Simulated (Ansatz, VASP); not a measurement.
## Two plane-wave programs on HfTi2Si2

File INCAR:

```
SYSTEM = HfTi2Si2
PREC = Accurate ; ENCUT = 600
EDIFF = 1E-6 ; ISMEAR = 0
SIGMA = 0.1 ; LREAL = .False.
LASPH = .True. ; NELM = 80
ALGO = Normal ; ISIF = 3
LWAVE = .False. ; LCHARG = .False.
GGA = PE ; IBRION = 2
NSW = 90 ; EDIFFG = -0.04
```

The input KPOINTS:

```
Automatic mesh
0
Gamma
  6 6 4
  0 0 0
```

File POSCAR:

```
HfTi2Si2
1.0
    3.6307641200      0.0000000000      0.0000000000
   -1.8153820600      3.1443339600      0.0000000000
    0.0000000000      0.0000000000      6.0262738400
Hf Ti Si
1 2 2
Direct
    0.0000000000      0.0000000000      0.0000000000
    0.6666666700      0.3333333300      0.3910000000
    0.3333333300      0.6666666700      0.6090000000
    0.3333333300      0.6666666700      0.2490000000
    0.6666666700      0.3333333300      0.7510000000
```

Input for Ansatz:

```yaml
crystal:
  lattice:
    - [3.63076412, 0.0, 0.0]
    - [-1.81538206, 3.14433396, 0.0]
    - [0.0, 0.0, 6.02627384]
  atoms:
    - { symbol: Hf, position: [0.0, 0.0, 0.0] }
    - { symbol: Ti, position: [0.66666667, 0.33333333, 0.391] }
    - { symbol: Ti, position: [0.33333333, 0.66666667, 0.609] }
    - { symbol: Si, position: [0.33333333, 0.66666667, 0.249] }
    - { symbol: Si, position: [0.66666667, 0.33333333, 0.751] }
basis:
  ecutwfc: 420
kpoints:
  mp_grid: { grid: [6, 6, 4] }
hamiltonian:
  xc: pbe
scf:
  occupations: { method: gaussian, width: 0.1 }
  lower_state_search: "off"
output:
  forces: true
  stress: true
  eigenvalues: true
relax:
  adjacent_minimum: "off"
  f_tol: 0.04
  max_steps: 70
  cell: { stress_tol: 0.4 }
```

Change from the starting cell: species swapped into the Li2MnO2 type (P-3m1, No. 164).

Alike in both runs: task relaxation of cell and atoms; functional PBE; k mesh 6 × 6 × 4; occupations gaussian, width 0.1 eV; no spin polarisation.

|  | VASP | Ansatz |
| --- | --- | --- |
| version | VASP 6.6.1 | Ansatz 0.2.0 |
| potentials or method | VASP PAW PBE potentials, release 64 (Hf_pv, Ti_sv, Si), cutoff 600 eV | scalar-relativistic, plane waves, PAW |
| valence electrons in the cell | 42 | 58 |

|  | VASP | Ansatz | Ansatz less VASP |
| --- | --- | --- | --- |
| gap on the k mesh at the Fermi level, each at its own relaxed structure (eV) | none | none | - |
| relaxed volume (Å³/atom) | 18.27 | 18.34 | +0.068 |
| relaxed length of the cell vector where the two differ most in proportion (Å) | 6.878 | 6.904 | +0.0259 |

A gap of «none» marks a metal or a gap that the smearing closes. VASP's potentials hold 42 valence electrons a cell and Ansatz's 58, so a difference there can come from the potentials and not from the codes.

Spin-orbit coupling is off throughout. Noted on VASP's run: the volume moved by over 15 % at a fixed basis, so the end points are rough.
